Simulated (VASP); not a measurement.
The system is C.

```
C
1.0
     2.13020    0.00000    0.00000
    -1.06510    1.84481    0.00000
     0.00000    0.00000    3.54148
C
2
Direct
  0.33333 0.66667 0.25000
  0.66667 0.33333 0.75000
```

Base run:

| Property | Result |
| --- | --- |
| Program | VASP 6.6.1 |
| Functional | PBEsol |
| Potentials or basis | VASP PAW PBE potentials, release 64 (C) |
| Cutoff | 520 eV |
| k mesh | 17 × 17 × 9 |
| Occupations | fermi-dirac, width 0.03 eV |
| Spin | no spin polarisation |

Its results: band gap on the k mesh zero (band 4 reaches 15.09 eV, above the bottom of band 5 at 4.26 eV); pressure -7.4 GPa.

Q: The run is repeated on the same cell with these changes: functional from PBEsol to PBE; further incar settings from ALGO = Normal; EDIFF = 1e-06; NBANDS = 11 to ALGO = Normal; EDIFF = 1e-08; NBANDS = 11. What comes out?

A: Band gap on the k mesh zero (band 4 reaches 15.06 eV, above the bottom of band 5 at 4.30 eV); pressure 0.1 GPa.

Caveats: the PAW data sets were made with another functional, which shifts forces and pressure a little (some runs).
